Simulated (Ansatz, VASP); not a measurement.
# One calculation of Al, two programs

```
Al
1.0
     2.82708    0.00000    0.00000
    -1.41354    2.44832    0.00000
     0.00000    0.00000    9.18599
Al
4
Direct
  0.00000 0.00000 0.00000
  0.33333 0.66667 0.25000
  0.00000 0.00000 0.50000
  0.66667 0.33333 0.75000
```

Alike in both runs: task single point; functional LDA; k mesh 9 × 9 × 3; occupations fermi-dirac, width 0.05 eV; no spin polarisation.

|  | VASP | Ansatz |
| --- | --- | --- |
| version | VASP 6.6.1 | Ansatz 0.2.0 |
| potentials or method | VASP PAW LDA potentials, release 64 (Al), cutoff 520 eV | all-electron (LAPW or listed datasets) |

|  | VASP | Ansatz | Ansatz less VASP |
| --- | --- | --- | --- |
| gap on the k mesh at the Fermi level (eV) | none | none | - |
| pressure (GPa) | -0.3 | -0.4 | -0.06 |
| traceless stress, the component that is largest in VASP (GPa) | 2.51 | 2.52 | +0.014 |

LDA's correlation is that of Perdew and Zunger in VASP and of Perdew and Wang (1992) in Ansatz. A gap of «none» marks a metal or a gap that the smearing closes. Ansatz ran all-electron here, and VASP with PAW potentials.
